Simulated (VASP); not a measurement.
Crystal: Hf2N.

```
CELL_PARAMETERS angstrom
-1.66126 1.66126 4.07528
1.66126 -1.66126 4.07528
1.66126 1.66126 -4.07528
ATOMIC_POSITIONS crystal
Hf 0.66500 0.66500 0.00000
Hf 0.33500 0.33500 0.00000
N 0.00000 0.00000 0.00000
```

* Program: VASP 6.6.1
* Task: relaxation of cell and atoms
* Functional: r2SCAN
* Potentials or basis: VASP PAW PBE potentials, release 64 (Hf_pv, N)
* Cutoff: 600 eV
* k mesh: 8 × 8 × 8
* Occupations: gaussian, width 0.1 eV
* Spin: no spin polarisation

At the start: pressure 5.6 GPa; volume 15.00 Å³/atom.

**Question.** Where does the relaxation end?

**Answer.** Over 12 steps the energy falls by 1007.1 meV/atom and the volume is 14.57 Å³/atom (-2.8 %); space group I4/mmm (No. 139, to 0.1 Å) before and after.

The path:
| step | energy change (eV) | largest force (eV/Å) | pressure (GPa) | volume (Å³) |
| --- | --- | --- | --- | --- |
| 1 | 0.0000 | 3.8816 | 5.60 | 44.99 |
| 2 | -1.5423 | 0.8921 | -10.75 | 48.27 |
| 3 | -1.6241 | 1.9606 | -13.00 | 49.00 |
| 4 | -2.4004 | 1.8835 | -12.29 | 48.03 |
| 5 | -2.7945 | 1.7413 | -9.26 | 46.66 |
| 6 | -2.8321 | 1.6345 | -7.41 | 46.12 |
| 7 | -2.9549 | 1.1207 | -3.80 | 44.85 |
| 8 | -3.0136 | 0.2241 | 2.86 | 43.14 |
| 9 | -3.0145 | 0.3430 | 2.00 | 43.33 |
| 10 | -3.0144 | 0.3086 | 2.25 | 43.27 |
| 11 | -3.0213 | 0.0228 | 0.48 | 43.65 |
| 12 | -3.0214 | 0.0233 | 0.19 | 43.72 |

Final structure:
```yaml
crystal:
  lattice:
    - [-1.45517, 1.45517, 5.16120]
    - [1.45517, -1.45517, 5.16120]
    - [1.45517, 1.45517, -5.16120]
  atoms:
    - { symbol: Hf, position: [0.63300, 0.63300, 0.00000] }
    - { symbol: Hf, position: [0.36700, 0.36700, 0.00000] }
    - { symbol: N, position: [0.00000, 0.00000, 0.00000] }
```

Caveat: a cell axis changed by over 15 % at a fixed basis, so the end point is rough; the PAW data sets were made with another functional, which shifts forces and pressure a little.
